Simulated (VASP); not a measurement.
Input of a VASP 6.6.1 run:

INCAR

```
SYSTEM = Si3N4
ALGO     = Normal         ! electronic algorithm
EDIFF    = 1E-8           ! SCF threshold, eV
ENCUT    = 520            ! plane-wave cutoff, eV
GGA      = PE             ! functional
ISIF     = 2              ! what is computed and relaxed
ISMEAR   = -1             ! smearing method
LASPH    = .True.         ! aspherical terms in the spheres
LCHARG   = .False.        ! write CHGCAR
LEFG     = .True.       
LREAL    = .False.        ! projectors in reciprocal space
LWAVE    = .False.        ! write WAVECAR
NBANDS   = 45             ! bands
NELM     = 80             ! most SCF steps
PREC     = Accurate       ! precision mode
SIGMA    = 0.02           ! smearing width, eV
```

KPOINTS

```
k-points
0
Gamma
  4 4 9
  0 0 0
```

Contents of POSCAR:

```
Si3N4
1.0
    7.6322000000      0.0000000000      0.0000000000
   -3.8161000000      6.6096790868      0.0000000000
    0.0000000000      0.0000000000      2.9191000000
Si N
6 8
Direct
    0.1952000000      0.7656000000      0.2500000000
    0.4296000000      0.1952000000      0.7500000000
    0.2344000000      0.4296000000      0.2500000000
    0.8048000000      0.2344000000      0.7500000000
    0.5704000000      0.8048000000      0.2500000000
    0.7656000000      0.5704000000      0.7500000000
    0.3333333333      0.6666666667      0.2500000000
    0.6666666667      0.3333333333      0.7500000000
    0.3394000000      0.0362000000      0.2500000000
    0.3032000000      0.3394000000      0.7500000000
    0.9638000000      0.3032000000      0.2500000000
    0.6606000000      0.9638000000      0.7500000000
    0.6968000000      0.6606000000      0.2500000000
    0.0362000000      0.6968000000      0.7500000000
```

Potentials or basis: VASP PAW PBE potentials, release 64 (Si, N).

Command:

```console
$ cat potpaw_PBE.64/Si/POTCAR potpaw_PBE.64/N/POTCAR > POTCAR
$ mpirun -np 1 vasp_std > vasp.out
```

Estimate the pressure.

10.5 GPa.

What does it give for the band gap on the k mesh?

3.66 eV (least direct gap 4.27 eV).

Stress tensor (GPa, compression positive):
```
19.54  0.00  0.00
 0.00 19.54  0.00
 0.00  0.00 -7.44
```

Caveat: the cell stands under pressure; without QUAD_EFG the Cq values of the log hold for a quadrupole moment of 1 mb, not for the nuclei; an odd mesh through Γ misses points on the zone boundary, where band edges can lie; forces of over 1 eV/Å act on the atoms, so gaps and moduli don't describe the material at rest.
